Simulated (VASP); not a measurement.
# SnO2 (P4_2/mnm) in VASP: further runs

SnO2 is run at these levels: PBE; tasks: single point.

All numbers are computed with VASP 6.6.1; they aren't measurements. Logs are shortened: lines on timing, memory, paths and dates and some standing lists are left out, and cuts for length are marked.

**1. The cell of the first run**

Symmetry: P4_2/mnm, No. 136, tetragonal system. The conventional cell has a = 5.044 Å, b = 5.044 Å, c = 3.157 Å, α = 90.00°, β = 90.00°, γ = 90.00°. Sn (site symmetry mmm) has 6 O at 2.09 to 2.20 Å within 2.8 Å. Within 2.8 Å of O (site symmetry m2m) lie 3 Sn at 2.09 to 2.20 Å and 1 O at 2.73 Å.

**2. Single point, PBE (biaxial strain in the a-b plane: +4.5 %, then relaxed in part)**

INCAR reads:

```
ALGO = Normal ; EDIFF = 1E-6
ENCUT = 520 ; GGA = PE
ISIF = 2 ; ISMEAR = 0
LASPH = T ; LCHARG = F
LREAL = F ; LWAVE = F
NBANDS = 35 ; NELM = 60
PREC = Accurate ; SIGMA = 0.02
```

KPOINTS reads:

```
k-points
0
Gamma
  6 6 8
```

POSCAR reads:

```
SnO2
1.0
    5.0444139133      0.0000000000      0.0000000000
    0.0000000000      5.0444139133      0.0000000000
    0.0000000000      0.0000000000      3.1567992024
Sn O
2 4
Direct
    0.5000000000      0.5000000000      0.5000000000
    0.0000000000      0.0000000000      0.0000000000
    0.1911058795      0.8088941205      0.5000000000
    0.8088941205      0.1911058795      0.5000000000
    0.3088941205      0.3088941205      0.0000000000
    0.6911058795      0.6911058795      0.0000000000
```

Potentials or basis: VASP PAW PBE potentials, release 64 (Sn_d, O).

On the command line:

```bash
> cat potpaw_PBE.64/Sn_d/POTCAR potpaw_PBE.64/O/POTCAR > POTCAR
> mpirun -np 1 vasp_std > vasp.out
```

OUTCAR:

```text
EDIFF = 1E-6
   ENCUT = 520
   GGA = PE
   ISIF = 2
   ISMEAR = 0
   LASPH = T
   LREAL = F
   NELM = 60
   PREC = Accurate

 ion  position               nearest neighbor table
   1  0.500  0.500  0.500-   5 2.09   6 2.09   5 2.09   6 2.09   3 2.20   4 2.20
   2  0.000  0.000  0.000-   3 2.09   4 2.09   3 2.09   4 2.09   5 2.20   6 2.20
   3  0.191  0.809  0.500-   2 2.09   2 2.09   1 2.20
   4  0.809  0.191  0.500-   2 2.09   2 2.09   1 2.20
   5  0.309  0.309  0.000-   1 2.09   1 2.09   2 2.20
   6  0.691  0.691  0.000-   1 2.09   1 2.09   2 2.20

  LATTYP: Found a simple tetragonal cell.
 ALAT       =     5.0444139133
 C/A-ratio  =     0.6258009863

  Lattice vectors:

 A1 = (   5.0444139133,   0.0000000000,   0.0000000000)
 A2 = (   0.0000000000,   5.0444139133,   0.0000000000)
 A3 = (   0.0000000000,   0.0000000000,   3.1567992024)

Analysis of symmetry for initial positions (statically):
=====================================================================
 Subroutine PRICEL returns:
 Original cell was already a primitive cell.

 Routine SETGRP: Setting up the symmetry group for a
 simple tetragonal supercell.

 Subroutine GETGRP returns: Found 16 space group operations
 (whereof  8 operations were pure point group operations)
 out of a pool of 16 trial point group operations.

The static configuration has the point symmetry D_2h.
 The point group associated with its full space group is D_4h.

Analysis of symmetry for dynamics (positions and initial velocities):
=====================================================================
 Subroutine PRICEL returns:
 Original cell was already a primitive cell.

 Routine SETGRP: Setting up the symmetry group for a
 simple tetragonal supercell.

 Subroutine GETGRP returns: Found 16 space group operations
 (whereof  8 operations were pure point group operations)
 out of a pool of 16 trial point group operations.

The dynamic configuration has the point symmetry D_2h.
 The point group associated with its full space group is D_4h.

 Subroutine INISYM returns: Found 16 space group operations
 (whereof  8 operations are pure point group operations),
 and found     1 'primitive' translations

----------------------------------------------------------------------------------------

[... 95 lines left out ...]
   LNONCOLLINEAR =      F non collinear calculations
   LSORBIT =      F    spin-orbit coupling
   LASPH  =      T    aspherical Exc in radial PAW
   ENCUT  =  520.0 eV  38.22 Ry    6.18 a.u.   9.38  9.38  5.87*2*pi/ulx,y,z
   NELM   =     60;   NELMIN=  2; NELMDL= -5     # of ELM steps
   EDIFF  = 0.1E-05   stopping-criterion for ELM
   LREAL  =      F    real-space projection
   EDIFFG = 0.1E-04   stopping-criterion for IOM
   NSW    =      0    number of steps for IOM
   IBRION =     -1    ionic relax: 0-MD 1-quasi-New 2-CG
   NFREE  =      0    steps in history (QN), initial steepest desc. (CG)
   ISIF   =      2    stress and relaxation
   ISYM   =      2    0-nonsym 1-usesym 2-fastsym
   POTIM  = 0.5000    time-step for ionic-motion
   TEBEG  =    0.0;   TEEND  =   0.0 temperature during run
   PSTRESS=    0.0 pullay stress
   NELECT =      52.0000    total number of electrons
   NUPDOWN=      -1.0000    fix difference up-down
   EMIN   =  10.00;   EMAX   =-10.00  energy-range for DOS
   EFERMI =   0.00;   METHOD = LEGACY
   ISMEAR =     0;   SIGMA  =   0.02  broadening in eV -4-tet -1-fermi 0-gaus
   EFERMI_NEDOS =   21; number of points for ismear=-14 and -15
   IALGO  =     38    algorithm
   IMIX   =      4    mixing-type and parameters
     AMIX     =   0.40;   BMIX     =  1.00
     AMIX_MAG =   1.60;   BMIX_MAG =  1.00
  volume/ion in A,a.u.               =      13.39        90.35
  Fermi-wavevector in a.u.,A,eV,Ry     =   1.416184  2.676201 27.287550  2.005578
  Thomas-Fermi vector in A             =   2.537545
   LORBIT       =      0    0 simple, 1 ext, 2 COOP (PROOUT), +10 PAW based schemes
   GGA     = PE    functional components
   LHFCALC =     F    Hartree Fock is set to
   AEXX    =    0.0000 exact exchange contribution
   IVDW    =     0    specifies the selected vdW correction
   LEPSILON=     F    determine dielectric tensor
   LRPA    =     F    only Hartree local field effects (RPA)
 non-spin polarized calculation
 Gauss-broadening in eV      SIGMA  =   0.02
  energy-cutoff  :      520.00
  volume of cell :       80.33
 maximum number of plane-waves:      2184
 NGX is ok and might be reduce to    40
   NGX = 19   NGY = 19   NGZ = 11

 number of electron      52.0000010 magnetization

 Free energy of the ion-electron system (eV)
  ---------------------------------------------------
  ext. energy  EPLUGINS =         0.00000000
  ---------------------------------------------------
  free energy    TOTEN  =       -37.10589795 eV

  energy without entropy =      -37.10589795  energy(sigma->0) =      -37.10589795

 E-fermi :   4.9581     XC(G=0): -10.6137

 val. band max:        4.7842692065   @ k =   0.0000   0.0000   0.0000
 cond. band min:       5.2215300701   @ k =   0.0000   0.0000   0.0000
 fundamental gap:      0.4372608636
 Fermi energy:         4.9581113571

 k-point     1 :       0.0000    0.0000    0.0000
  band No.  band energies     occupation
      1     -16.2155      2.00000
      2     -15.7633      2.00000
      3     -15.4682      2.00000
      4     -15.4368      2.00000
      5     -15.4368      2.00000
      6     -15.3830      2.00000
[... 901 lines left out ...]
     34      16.0675      0.00000
     35      16.8292      0.00000

 [... further k-points ...]
[... 5 lines left out ...]
  --------------------------------------------------------------------------------------
  -------------------------------------------------------------------------------------
  Total       -4.5047634     -4.5047634      0.3978137      0.0000000      0.0000000      0.0000000
  in kB      -89.8491927    -89.8491927      7.9345427      0.0000000      0.0000000      0.0000000
  external PRESSURE =     -57.2546143 kB  Pullay stress =       0.0000000 kB

 VOLUME and BASIS-vectors are now :
 -----------------------------------------------------------------------------
  energy-cutoff  :      520.00
  volume of cell :       80.33
      direct lattice vectors                 reciprocal lattice vectors
     5.044413913  0.000000000  0.000000000     0.198239085  0.000000000  0.000000000
     0.000000000  5.044413913  0.000000000     0.000000000  0.198239085  0.000000000
     0.000000000  0.000000000  3.156799202     0.000000000  0.000000000  0.316776563

 POSITION                                       TOTAL-FORCE (eV/Angst)
 -----------------------------------------------------------------------------------
      2.52221      2.52221      1.57840         0.000000      0.000000     -0.000000
      0.00000      0.00000      0.00000         0.000000      0.000000     -0.000000
      0.96402      4.08040      1.57840         0.029323     -0.029323     -0.000000
      4.08040      0.96402      1.57840        -0.029323      0.029323     -0.000000
      1.55819      1.55819      0.00000        -0.029323     -0.029323     -0.000000
      3.48622      3.48622      0.00000         0.029323      0.029323      0.000000
 -----------------------------------------------------------------------------------
    total drift:                                0.000000     -0.000000     -0.000000

  FREE ENERGIE OF THE ION-ELECTRON SYSTEM (eV)
  ---------------------------------------------------
  free  energy   TOTEN  =       -37.1058979489 eV

  energy  without entropy=      -37.1058979489  energy(sigma->0) =      -37.10589795
```

OSZICAR:

```text
N       E                     dE             d eps       ncg     rms          rms(c)
DAV:   1     0.636186168687E+03    0.63619E+03   -0.25502E+04  3838   0.224E+03
DAV:   2     0.602926082736E+02   -0.57589E+03   -0.54404E+03  3788   0.601E+02
DAV:   3    -0.376744762361E+02   -0.97967E+02   -0.95898E+02  3826   0.208E+02
DAV:   4    -0.429964665595E+02   -0.53220E+01   -0.52816E+01  4464   0.524E+01
DAV:   5    -0.431355883407E+02   -0.13912E+00   -0.13890E+00  4244   0.898E+00    0.153E+01
DAV:   6    -0.370593705936E+02    0.60762E+01   -0.17778E+01  5466   0.647E+01    0.600E+00
DAV:   7    -0.371385033881E+02   -0.79133E-01   -0.19789E+00  3909   0.794E+00    0.314E+00
DAV:   8    -0.371128373020E+02    0.25666E-01   -0.20341E-01  4943   0.360E+00    0.747E-01
DAV:   9    -0.371048785299E+02    0.79588E-02   -0.32856E-02  5209   0.253E+00    0.127E-01
DAV:  10    -0.371058428199E+02   -0.96429E-03   -0.46430E-03  4743   0.621E-01    0.484E-02
DAV:  11    -0.371058989373E+02   -0.56117E-04   -0.20550E-04  5591   0.134E-01    0.276E-02
DAV:  12    -0.371059009362E+02   -0.19990E-05   -0.14898E-05  4636   0.278E-02    0.165E-02
DAV:  13    -0.371058978291E+02    0.31072E-05   -0.98566E-06  4462   0.288E-02    0.253E-03
DAV:  14    -0.371058979489E+02   -0.11983E-06   -0.67072E-07  2307   0.587E-03
   1 F= -.37105898E+02 E0= -.37105898E+02  d E =-.603848E-37
```

stdout:

```text
POSCAR found type information on POSCAR SnO
 POSCAR found :  2 types and       6 ions
 scaLAPACK will be used
 LDA part: xc-table for (Slater+PW92), standard interpolation
 POSCAR, INCAR and KPOINTS ok, starting setup
 FFT: planning ... GRIDC
 FFT: planning ... GRID_SOFT
 FFT: planning ... GRID
 WAVECAR not read
 entering main loop
```

Wall time 71 s (1 thread of Intel Xeon Platinum 8488C (Sapphire Rapids), shared host); peak memory 0.25 GiB.

Results:

```yaml
Free_energy: -37.1059 eV
Pressure: -5.7 GPa
Largest_force: 0.041 eV/Å
Band_gap_on_the_k_mesh: 0.44 eV, direct
```

Forces on the atoms (eV/Å):
```
Sn   0.000  0.000  0.000
Sn   0.000  0.000  0.000
O    0.029 -0.029  0.000
O   -0.029  0.029  0.000
O   -0.029 -0.029  0.000
O    0.029  0.029  0.000
```

Stress tensor (GPa, compression positive):
```
-8.98  0.00  0.00
 0.00 -8.98  0.00
 0.00  0.00  0.79
```

Caveat: the cell differs from its parent crystal (biaxial strain in the a-b plane: +4.5 %, then relaxed in part); spin-orbit coupling is left out, which moves the levels of the heavy elements.

**3. Single point, PBE (biaxial strain in the a-b plane: +4.5 %)**

INCAR reads:

```
PREC     = Accurate       # precision mode
ENCUT    = 520            # plane-wave cutoff, eV
EDIFF    = 1E-6           # SCF threshold, eV
ISMEAR   = 0              # smearing method
SIGMA    = 0.02           # smearing width, eV
LREAL    = False          # projectors in reciprocal space
LASPH    = True           # aspherical terms in the spheres
NELM     = 100            # most SCF steps
ALGO     = Normal         # electronic algorithm
ISIF     = 2              # what is computed and relaxed
LWAVE    = False          # write WAVECAR
LCHARG   = True           # write CHGCAR
GGA      = PE             # functional
LELF     = True           # ELF
LVHAR    = True         
NBANDS   = 35             # bands
```

KPOINTS reads:

```
regular mesh
0
Gamma
  6 6 8
```

POSCAR reads:

```
SnO2
1.0
    5.0444139133      0.0000000000      0.0000000000
    0.0000000000      5.0444139133      0.0000000000
    0.0000000000      0.0000000000      3.1507221370
Sn O
2 4
Direct
    0.5000000000      0.5000000000      0.5000000000
    0.0000000000      0.0000000000      0.0000000000
    0.1922822137      0.8077177863      0.5000000000
    0.8077177863      0.1922822137      0.5000000000
    0.3077177863      0.3077177863      0.0000000000
    0.6922822137      0.6922822137      0.0000000000
```

Potentials or basis: VASP PAW PBE potentials, release 64 (Sn_d, O).

On the command line:

```bash
> cat potpaw_PBE.64/Sn_d/POTCAR potpaw_PBE.64/O/POTCAR > POTCAR
> mpirun -np 1 vasp_std > vasp.out
```

It took 2.2 min on 1 thread of Intel Xeon Platinum 8488C (Sapphire Rapids), shared host; peak memory 0.24 GiB.

It converged, with:

- Free energy: -37.1040 eV
- Pressure: -5.8 GPa
- Largest force: 0.085 eV/Å
- Band gap on the k mesh: 0.42 eV, direct

Forces on the atoms (eV/Å):
```
Sn   0.000  0.000  0.000
Sn   0.000  0.000  0.000
O   -0.060  0.060  0.000
O    0.060 -0.060  0.000
O    0.060  0.060  0.000
O   -0.060 -0.060  0.000
```

Stress tensor (GPa, compression positive):
```
-9.24  0.00  0.00
 0.00 -9.24  0.00
 0.00  0.00  1.15
```

Levels at points of the mesh, in eV from the valence-band top:
```tsv
k point	band 22	band 23	band 24	band 25	band 26	band 27	band 28	band 29	band 30	band 31
(0.00, 0.00, 0.00)	-1.09	-1.09	-0.76	-0.76	0.00	0.42	5.66	6.19	6.19	9.87
(0.50, 0.00, 0.00)	-1.83	-1.05	-1.05	-0.64	-0.64	3.39	3.39	7.00	7.00	9.36
(0.50, 0.50, 0.00)	-1.67	-1.13	-1.13	-0.89	-0.89	3.88	3.88	7.09	7.09	9.44
(0.00, 0.00, 0.50)	-2.46	-1.33	-1.33	-1.09	-1.09	5.05	5.05	8.71	8.71	9.41
(0.50, 0.00, 0.50)	-1.56	-0.95	-0.95	-0.86	-0.86	5.24	5.24	6.79	6.79	10.76
(0.50, 0.50, 0.50)	-2.42	-0.91	-0.91	-0.77	-0.77	3.87	3.87	8.17	8.17	9.92
```

Caveat: the cell differs from its parent crystal (biaxial strain in the a-b plane: +4.5 %); spin-orbit coupling is left out, which moves the levels of the heavy elements.

**4. Single point, PBE (uniaxial strain along c: -1.5 %, then relaxed in part)**

Changes to INCAR since step 3:

```diff
@@ -7,3 +7,3 @@
 LASPH    = True           # aspherical terms in the spheres
-NELM     = 100            # most SCF steps
+NELM     = 80             # most SCF steps
 ALGO     = Normal         # electronic algorithm
@@ -11,6 +11,4 @@
 LWAVE    = False          # write WAVECAR
-LCHARG   = True           # write CHGCAR
+LCHARG   = False          # write CHGCAR
 GGA      = PE             # functional
-LELF     = True           # ELF
-LVHAR    = True         
 NBANDS   = 35             # bands
```

KPOINTS is that of step 3.

POSCAR reads:

```
SnO2
1.0
    4.8542313327      0.0000000000      0.0000000000
    0.0000000000      4.8542313327      0.0000000000
    0.0000000000      0.0000000000      3.1895799660
Sn O
2 4
Direct
    0.5000000000      0.5000000000      0.5000000000
    0.0000000000      0.0000000000      0.0000000000
    0.1938283070      0.8061716930      0.5000000000
    0.8061716930      0.1938283070      0.5000000000
    0.3061716930      0.3061716930      0.0000000000
    0.6938283070      0.6938283070      0.0000000000
```

On the command line:

```bash
> cat potpaw_PBE.64/Sn_d/POTCAR potpaw_PBE.64/O/POTCAR > POTCAR
> mpirun -np 1 vasp_std > vasp.out
```

Run time: 40 s. Hardware: 1 thread of Intel Xeon 6975P-C (Granite Rapids), shared host; peak memory 0.24 GiB.

Results (log left out):

```yaml
Free_energy: -37.2921 eV
Pressure: 2.1 GPa
Largest_force: 0.022 eV/Å
Band_gap_on_the_k_mesh: 0.78 eV, direct
```

Forces on the atoms (eV/Å):
```
Sn   0.000  0.000  0.000
Sn   0.000  0.000  0.000
O    0.016 -0.016  0.000
O   -0.016  0.016  0.000
O   -0.016 -0.016  0.000
O    0.016  0.016  0.000
```

Stress tensor (GPa, compression positive):
```
0.51 0.00 0.00
0.00 0.51 0.00
0.00 0.00 5.28
```

Levels at points of the mesh, in eV from the valence-band top:
```csv
k point,band 22,band 23,band 24,band 25,band 26,band 27,band 28,band 29,band 30,band 31
"(0.00, 0.00, 0.00)",-1.21,-1.21,-0.77,-0.77,0.00,0.78,5.92,6.21,6.21,10.17
"(0.50, 0.00, 0.00)",-1.93,-1.17,-1.17,-0.63,-0.63,3.94,3.94,6.99,6.99,10.33
"(0.50, 0.50, 0.00)",-1.87,-1.27,-1.27,-0.90,-0.90,4.39,4.39,7.28,7.28,10.40
"(0.00, 0.00, 0.50)",-2.60,-1.53,-1.53,-1.19,-1.19,5.65,5.65,9.32,9.32,10.39
"(0.50, 0.00, 0.50)",-1.67,-1.04,-1.04,-0.79,-0.79,5.89,5.89,7.53,7.53,10.81
"(0.50, 0.50, 0.50)",-2.51,-0.94,-0.94,-0.81,-0.81,4.36,4.36,8.63,8.63,10.62
```

Caveat: the cell differs from its parent crystal (uniaxial strain along c: -1.5 %, then relaxed in part); spin-orbit coupling is left out, which moves the levels of the heavy elements.

**5. Single point, PBE (uniaxial strain along c: +1.5 %, then relaxed in part)**

INCAR reads:

```
SYSTEM = SnO2
PREC = Accurate ; ENCUT = 520
EDIFF = 1E-6 ; ISMEAR = 0
SIGMA = 0.02 ; LREAL = .False.
LASPH = .True. ; NELM = 80
ALGO = Normal ; ISIF = 2
LWAVE = .False. ; LCHARG = .False.
GGA = PE ; NBANDS = 35
```

KPOINTS reads:

```
Automatic mesh
0
Gamma
  6 6 8
  0 0 0
```

POSCAR reads:

```
SnO2
1.0
    4.8013095966      0.0000000000      0.0000000000
    0.0000000000      4.8013095966      0.0000000000
    0.0000000000      0.0000000000      3.2867245335
Sn O
2 4
Direct
    0.5000000000      0.5000000000      0.5000000000
    0.0000000000      0.0000000000      0.0000000000
    0.1930683553      0.8069316447      0.5000000000
    0.8069316447      0.1930683553      0.5000000000
    0.3069316447      0.3069316447      0.0000000000
    0.6930683553      0.6930683553      0.0000000000
```

On the command line:

```bash
> cat potpaw_PBE.64/Sn_d/POTCAR potpaw_PBE.64/O/POTCAR > POTCAR
> mpirun -np 1 vasp_std > vasp.out
```

Wall time 38 s (1 thread of Intel Xeon 6975P-C (Granite Rapids), shared host); peak memory 0.24 GiB.

Results (log left out):

* Free energy: -37.2998 eV
* Pressure: -0.8 GPa
* Largest force: 0.011 eV/Å
* Band gap on the k mesh: 0.56 eV, direct

Forces in eV/Å, atoms in the order of the input:
```
Sn   0.000  0.000  0.000
Sn   0.000  0.000  0.000
O    0.008 -0.008  0.000
O   -0.008  0.008  0.000
O   -0.008 -0.008  0.000
O    0.008  0.008  0.000
```

Stress tensor (GPa, compression positive):
```
 0.51  0.00  0.00
 0.00  0.51  0.00
 0.00  0.00 -3.29
```

Levels at points of the mesh, in eV from the valence-band top:
```csv
k point,band 24,band 25,band 26,band 27,band 28,band 29
"(0.00, 0.00, 0.00)",-0.71,-0.71,0.00,0.56,5.47,5.91
"(0.50, 0.00, 0.00)",-1.24,-0.59,-0.59,3.82,3.82,6.64
"(0.50, 0.50, 0.00)",-1.37,-0.81,-0.81,4.16,4.16,7.03
"(0.00, 0.00, 0.50)",-1.52,-1.17,-1.17,5.52,5.52,9.39
"(0.50, 0.00, 0.50)",-0.99,-0.71,-0.71,5.80,5.80,7.67
"(0.50, 0.50, 0.50)",-0.90,-0.74,-0.74,4.33,4.33,8.60
```

Caveat: the cell differs from its parent crystal (uniaxial strain along c: +1.5 %, then relaxed in part); spin-orbit coupling is left out, which moves the levels of the heavy elements.

(Part 1 of 2 ends here.)
